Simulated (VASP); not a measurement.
# RbCl (Fm-3m) in VASP: single point with PBE

Aim: the single point of RbCl with PBE.

All numbers are computed with VASP 6.6.1; they aren't measurements. Logs are shortened: lines on timing, memory, paths and dates and some standing lists are left out, and cuts for length are marked.

### 1 The cell of the first run

The structure is cubic, space group Fm-3m (No. 225). The conventional cell has a = 6.548 Å, b = 6.548 Å, c = 6.548 Å, α = 90.00°, β = 90.00°, γ = 90.00°. Within 4.3 Å of Rb (site symmetry m-3m) lie 6 Cl at 3.27 Å. Within 4.3 Å of Cl (site symmetry m-3m) lie 6 Rb at 3.27 Å.

### 2 Single point, PBE

Input file INCAR:

```
SYSTEM = RbCl
PREC     = Accurate       ! precision mode
ENCUT    = 500            ! plane-wave cutoff, eV
EDIFF    = 1E-6           ! SCF threshold, eV
ISMEAR   = 1              ! smearing method
SIGMA    = 0.01           ! smearing width, eV
LREAL    = .FALSE.        ! projectors in reciprocal space
LASPH    = .TRUE.         ! aspherical terms in the spheres
NELM     = 120            ! most SCF steps
ALGO     = Normal         ! electronic algorithm
ISIF     = 2              ! what is computed and relaxed
LWAVE    = .FALSE.        ! write WAVECAR
LCHARG   = .TRUE.         ! write CHGCAR
GGA      = PE             ! functional
LELF     = .TRUE.         ! ELF
LVHAR    = .TRUE.       
NBANDS   = 15             ! bands
GGA_COMPAT= .FALSE.
```

Input file KPOINTS:

```
Automatic mesh
0
G
  6 6 6
  0 0 0
```

Input file POSCAR:

```
RbCl
1.0
    0.0000000000      3.2740000000      3.2740000000
    3.2740000000      0.0000000000      3.2740000000
    3.2740000000      3.2740000000      0.0000000000
Rb Cl
1 1
Direct
    0.0000000000      0.0000000000      0.0000000000
    0.5000000000      0.5000000000      0.5000000000
```

Potentials or basis: VASP PAW PBE potentials, release 64 (Rb_sv, Cl).

Run with:

```bash
$ cat potpaw_PBE.64/Rb_sv/POTCAR potpaw_PBE.64/Cl/POTCAR > POTCAR
$ mpirun -np 1 vasp_std > vasp.out
```

OUTCAR:

```text
SYSTEM = RbCl
   PREC = Accurate
   ENCUT = 500
   EDIFF = 1E-6
   ISMEAR = 1
   LREAL = .FALSE.
   LASPH = .TRUE.
   NELM = 120
   ISIF = 2
   GGA = PE

 ion  position               nearest neighbor table
   1  0.000  0.000  0.000-   2 3.27   2 3.27   2 3.27   2 3.27   2 3.27   2 3.27
   2  0.500  0.500  0.500-   1 3.27   1 3.27   1 3.27   1 3.27   1 3.27   1 3.27

  LATTYP: Found a face centered cubic cell.
 ALAT       =     6.5480000000

  Lattice vectors:

 A1 = (   0.0000000000,   3.2740000000,   3.2740000000)
 A2 = (   3.2740000000,   0.0000000000,   3.2740000000)
 A3 = (   3.2740000000,   3.2740000000,   0.0000000000)

Analysis of symmetry for initial positions (statically):
=====================================================================
 Subroutine PRICEL returns:
 Original cell was already a primitive cell.

 Routine SETGRP: Setting up the symmetry group for a
 face centered cubic supercell.

 Subroutine GETGRP returns: Found 48 space group operations
 (whereof 48 operations were pure point group operations)
 out of a pool of 48 trial point group operations.

The static configuration has the point symmetry O_h .

Analysis of symmetry for dynamics (positions and initial velocities):
=====================================================================
 Subroutine PRICEL returns:
 Original cell was already a primitive cell.

 Routine SETGRP: Setting up the symmetry group for a
 face centered cubic supercell.

 Subroutine GETGRP returns: Found 48 space group operations
 (whereof 48 operations were pure point group operations)
 out of a pool of 48 trial point group operations.

The dynamic configuration has the point symmetry O_h .

 Subroutine INISYM returns: Found 48 space group operations
 (whereof 48 operations are pure point group operations),
 and found     1 'primitive' translations

----------------------------------------------------------------------------------------

                                     Primitive cell

  volume of cell :      70.1885

  direct lattice vectors                    reciprocal lattice vectors
     0.000000000  3.274000000  3.274000000    -0.152718387  0.152718387  0.152718387
     3.274000000  0.000000000  3.274000000     0.152718387 -0.152718387  0.152718387
     3.274000000  3.274000000  0.000000000     0.152718387  0.152718387 -0.152718387

  length of vectors
     4.630135203  4.630135203  4.630135203     0.264516006  0.264516006  0.264516006

  position of ions in fractional coordinates (direct lattice)
     0.000000000  0.000000000  0.000000000
     0.500000000  0.500000000  0.500000000

  ion indices of the primitive-cell ions
   primitive index   ion index
                 1           1
                 2           2

----------------------------------------------------------------------------------------

 KPOINTS: Automatic mesh

Automatic generation of k-mesh.
 Grid dimensions read from file:
 generate k-points for:    6    6    6

 Generating k-lattice:

  Cartesian coordinates                     Fractional coordinates (reciprocal lattice)
    -0.025453065  0.025453065  0.025453065     0.166666667  0.000000000  0.000000000
     0.025453065 -0.025453065  0.025453065     0.000000000  0.166666667  0.000000000
     0.025453065  0.025453065 -0.025453065     0.000000000  0.000000000  0.166666667

  Length of vectors
     0.044086001  0.044086001  0.044086001

  Shift w.r.t. Gamma in fractional coordinates (k-lattice)
     0.000000000  0.000000000  0.000000000

 Subroutine IBZKPT returns following result:
 ===========================================

 Found     16 irreducible k-points:

 Following reciprocal coordinates:
            Coordinates               Weight
  0.000000  0.000000  0.000000      1.000000
  0.166667  0.000000  0.000000      8.000000
  0.333333  0.000000  0.000000      8.000000
  0.500000  0.000000  0.000000      4.000000
  0.166667  0.166667  0.000000      6.000000
  0.333333  0.166667  0.000000     24.000000
[... 8 lines left out ...]
 -0.333333  0.333333  0.166667     24.000000
 -0.333333  0.500000  0.166667     12.000000
   k-points           NKPTS =     16   k-points in BZ     NKDIM =     16   number of bands    NBANDS=     15
   number of dos      NEDOS =    301   number of ions     NIONS =      2
   total plane-waves  NPLWV =  46656
   dimension x,y,z NGX =    36 NGY =   36 NGZ =   36
   dimension x,y,z NGXF=    72 NGYF=   72 NGZF=   72
   ions per type =               1   1
   NGX,Y,Z   is equivalent  to a cutoff of  12.93, 12.93, 12.93 a.u.
   NGXF,Y,Z  is equivalent  to a cutoff of  25.85, 25.85, 25.85 a.u.
 SYSTEM =  RbCl
   PREC   = accura    normal or accurate (medium, high low for compatibility)
   ISTART =      0    job   : 0-new  1-cont  2-samecut
   ICHARG =      2    charge: 1-file 2-atom 10-const
   ISPIN  =      1    spin polarized calculation?
   LNONCOLLINEAR =      F non collinear calculations
   LSORBIT =      F    spin-orbit coupling
   LASPH  =      T    aspherical Exc in radial PAW
   ENCUT  =  500.0 eV  36.75 Ry    6.06 a.u.   8.44  8.44  8.44*2*pi/ulx,y,z
   NELM   =    120;   NELMIN=  2; NELMDL= -5     # of ELM steps
   EDIFF  = 0.1E-05   stopping-criterion for ELM
   LREAL  =      F    real-space projection
   EDIFFG = 0.1E-04   stopping-criterion for IOM
   NSW    =      0    number of steps for IOM
   IBRION =     -1    ionic relax: 0-MD 1-quasi-New 2-CG
   NFREE  =      0    steps in history (QN), initial steepest desc. (CG)
   ISIF   =      2    stress and relaxation
   ISYM   =      2    0-nonsym 1-usesym 2-fastsym
   POTIM  = 0.5000    time-step for ionic-motion
   TEBEG  =    0.0;   TEEND  =   0.0 temperature during run
   PSTRESS=    0.0 pullay stress
   NELECT =      16.0000    total number of electrons
   NUPDOWN=      -1.0000    fix difference up-down
   EMIN   =  10.00;   EMAX   =-10.00  energy-range for DOS
   EFERMI =   0.00;   METHOD = LEGACY
   ISMEAR =     1;   SIGMA  =   0.01  broadening in eV -4-tet -1-fermi 0-gaus
   EFERMI_NEDOS =   21; number of points for ismear=-14 and -15
   IALGO  =     38    algorithm
   IMIX   =      4    mixing-type and parameters
     AMIX     =   0.40;   BMIX     =  1.00
     AMIX_MAG =   1.60;   BMIX_MAG =  1.00
  volume/ion in A,a.u.               =      35.09       236.83
  Fermi-wavevector in a.u.,A,eV,Ry     =   1.000060  1.889840 13.607465  1.000120
  Thomas-Fermi vector in A             =   2.132392
   LORBIT       =      0    0 simple, 1 ext, 2 COOP (PROOUT), +10 PAW based schemes
   GGA     = PE    functional components
   LHFCALC =     F    Hartree Fock is set to
   AEXX    =    0.0000 exact exchange contribution
   IVDW    =     0    specifies the selected vdW correction
   LEPSILON=     F    determine dielectric tensor
   LRPA    =     F    only Hartree local field effects (RPA)
 non-spin polarized calculation
 Methfessel and Paxton  Order N= 1 SIGMA  =   0.01
  energy-cutoff  :      500.00
  volume of cell :       70.19
 maximum number of plane-waves:      1807
 NGX is ok and might be reduce to    36
   NGX = 17   NGY = 17   NGZ = 17

 number of electron      16.0000001 magnetization

 Free energy of the ion-electron system (eV)
  ---------------------------------------------------
  ext. energy  EPLUGINS =         0.00000000
  ---------------------------------------------------
  free energy    TOTEN  =        -6.65811511 eV

  energy without entropy =       -6.65811511  energy(sigma->0) =       -6.65811511

 E-fermi :  -1.7621     XC(G=0):  -7.4134

 val. band max:       -1.8203830553   @ k =   0.0000   0.0000   0.0000
 cond. band min:       3.2264000403   @ k =   0.0000   0.0000   0.0000
 fundamental gap:      5.0467830956
 Fermi energy:        -1.7621102927

 k-point     1 :       0.0000    0.0000    0.0000
  band No.  band energies     occupation
      1     -25.7070      2.00000
      2     -13.8324      2.00000
      3      -9.7558      2.00000
      4      -9.7558      2.00000
      5      -9.7558      2.00000
      6      -1.8204      2.00000
      7      -1.8204      2.00000
      8      -1.8204      2.00000
      9       3.2264      0.00000
     10       6.1833      0.00000
     11       6.1833      0.00000
     12       6.1833      0.00000
     13       7.1766      0.00000
     14       7.1766      0.00000
     15      10.3366      0.00000

 k-point     2 :       0.1667    0.0000    0.0000
  band No.  band energies     occupation
      1     -25.7027      2.00000
      2     -13.8494      2.00000
      3      -9.7590      2.00000
      4      -9.7590      2.00000
      5      -9.7480      2.00000
      6      -2.0833      2.00000
      7      -1.9135      2.00000
      8      -1.9135      2.00000
      9       3.8562      0.00000
     10       6.0150      0.00000
     11       6.5335      0.00000
     12       6.5335      0.00000
     13       7.5938      0.00000
     14       7.5938      0.00000
     15      11.4080      0.00000

 k-point     3 :       0.3333    0.0000    0.0000
  band No.  band energies     occupation
      1     -25.6941      2.00000
      2     -13.8832      2.00000
      3      -9.7652      2.00000
      4      -9.7652      2.00000
      5      -9.7330      2.00000
      6      -2.5176      2.00000
      7      -2.0892      2.00000
      8      -2.0892      2.00000
      9       5.2046      0.00000
     10       6.0228      0.00000
     11       7.5011      0.00000
     12       7.5011      0.00000
     13       8.6509      0.00000
     14       8.6509      0.00000
     15      11.1305      0.00000

 k-point     4 :       0.5000    0.0000    0.0000
  band No.  band energies     occupation
      1     -25.6898      2.00000
      2     -13.9000      2.00000
      3      -9.7683      2.00000
      4      -9.7683      2.00000
      5      -9.7256      2.00000
      6      -2.7049      2.00000
      7      -2.1724      2.00000
      8      -2.1724      2.00000
      9       5.9820      0.00000
     10       6.2106      0.00000
     11       8.3870      0.00000
     12       8.3870      0.00000
     13       9.6017      0.00000
     14       9.6017      0.00000
     15      10.3330      0.00000
[... 163 lines left out ...]
 k-point    14 :       0.5000    0.3333    0.1667
  band No.  band energies     occupation
      1     -25.6888      2.00000
      2     -13.8456      2.00000
      3      -9.8736      2.00000
      4      -9.8464      2.00000
      5      -9.7602      2.00000
      6      -2.4056      2.00000
      7      -2.1126      2.00000
      8      -1.9790      2.00000
      9       5.3492      0.00000
     10       5.7759      0.00000
     11       7.8648      0.00000
     12       8.4844      0.00000
     13       8.7697      0.00000
     14       9.0571      0.00000
     15       9.9779      0.00000

 k-point    15 :      -0.3333    0.3333    0.1667
  band No.  band energies     occupation
      1     -25.6860      2.00000
      2     -13.8390      2.00000
      3      -9.9027      2.00000
      4      -9.8949      2.00000
      5      -9.7444      2.00000
      6      -2.3762      2.00000
      7      -2.0956      2.00000
      8      -2.0866      2.00000
      9       5.9138      0.00000
     10       5.9796      0.00000
     11       7.7937      0.00000
     12       7.8818      0.00000
     13       9.2597      0.00000
     14       9.8750      0.00000
     15      10.2965      0.00000

 k-point    16 :      -0.3333    0.5000    0.1667
  band No.  band energies     occupation
      1     -25.6848      2.00000
      2     -13.8094      2.00000
      3      -9.9870      2.00000
      4      -9.9042      2.00000
      5      -9.7725      2.00000
      6      -2.1900      2.00000
      7      -2.1048      2.00000
      8      -1.9984      2.00000
      9       5.0903      0.00000
     10       6.7851      0.00000
     11       7.0653      0.00000
     12       8.0993      0.00000
     13       9.0914      0.00000
     14      10.0085      0.00000
     15      10.5467      0.00000

------------------------ aborting loop because EDIFF is reached ----------------------------------------

  FORCE on cell =-STRESS in cart. coord.  units (eV):
  Direction    XX          YY          ZZ          XY          YZ          ZX
  --------------------------------------------------------------------------------------
  -------------------------------------------------------------------------------------
  Total        0.5041963      0.5041963      0.5041963      0.0000000      0.0000000      0.0000000
  in kB       11.5091763     11.5091763     11.5091763      0.0000000      0.0000000      0.0000000
  external PRESSURE =      11.5091763 kB  Pullay stress =       0.0000000 kB

 VOLUME and BASIS-vectors are now :
 -----------------------------------------------------------------------------
  energy-cutoff  :      500.00
  volume of cell :       70.19
      direct lattice vectors                 reciprocal lattice vectors
     0.000000000  3.274000000  3.274000000    -0.152718387  0.152718387  0.152718387
     3.274000000  0.000000000  3.274000000     0.152718387 -0.152718387  0.152718387
     3.274000000  3.274000000  0.000000000     0.152718387  0.152718387 -0.152718387

 POSITION                                       TOTAL-FORCE (eV/Angst)
 -----------------------------------------------------------------------------------
      0.00000      0.00000      0.00000         0.000000     -0.000000      0.000000
      3.27400      3.27400      3.27400        -0.000000      0.000000     -0.000000
 -----------------------------------------------------------------------------------
    total drift:                                0.000000      0.000000      0.000000

  FREE ENERGIE OF THE ION-ELECTRON SYSTEM (eV)
  ---------------------------------------------------
  free  energy   TOTEN  =        -6.6581151127 eV

  energy  without entropy=       -6.6581151127  energy(sigma->0) =       -6.65811511
```

Run time: 33 s. Hardware: 1 thread of Intel Xeon 8259CL, shared host; peak memory 0.2 GiB.

Results:

```yaml
Free_energy: -6.6581 eV
Pressure: 1.2 GPa
Band_gap_on_the_k_mesh: 5.05 eV, direct
```

A hybrid or GW would open this gap; PBE tends to underestimate it.
